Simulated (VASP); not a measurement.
**Rh: electric field gradients with PBEsol**

The system is Rh.

```xyz
1
Lattice="0.0000 1.8627 1.8627 1.8627 0.0000 1.8627 1.8627 1.8627 0.0000" Properties=species:S:1:pos:R:3 pbc="T T T"
Rh    0.0000    0.0000    0.0000
```

```json
{"Program": "VASP 6.6.1", "Task": "electric field gradients", "Functional": "PBEsol", "Potentials or basis": "VASP PAW PBE potentials, release 64 (Rh_pv)", "Cutoff": "400 eV", "k mesh": "16 × 16 × 16", "Occupations": "fermi-dirac, width 0.08 eV", "Spin": "no spin polarisation", "Dipole correction": "no", "Further INCAR settings": "ALGO = Normal; EDIFF = 1e-08; NBANDS = 14"}
```

* Pressure: 13.3 GPa
* Band gap on the k mesh: zero (an odd number of electrons rules out a gap without spin polarisation)
* Largest electric field gradient by atom: zero within the noise of the run

Levels at points of the mesh, in eV from the Fermi level:
| k point | band 3 | band 4 | band 5 | band 6 | band 7 | band 8 | band 9 | band 10 | band 11 | band 12 |
| --- | --- | --- | --- | --- | --- | --- | --- | --- | --- | --- |
| (0.00, 0.00, 0.00) | -46.43 | -8.52 | -3.40 | -3.40 | -3.40 | -1.07 | -1.07 | 15.87 | 20.22 | 21.68 |
| (0.50, 0.00, 0.00) | -46.56 | -6.70 | -3.49 | -3.49 | 0.59 | 0.66 | 0.66 | 9.25 | 15.40 | 20.22 |
| (0.50, 0.50, 0.00) | -46.76 | -6.95 | -6.55 | 0.64 | 1.12 | 1.12 | 3.27 | 13.05 | 13.60 | 13.60 |

Wall time 12 s on 1 thread of Intel(R) Xeon(R) Platinum 8375C CPU @ 2.90GHz (Ice Lake), with other jobs on the host, peak memory 0.12 GiB.

Caveat: the cell stands under pressure; the PAW data sets were made with another functional, which shifts forces and pressure a little.
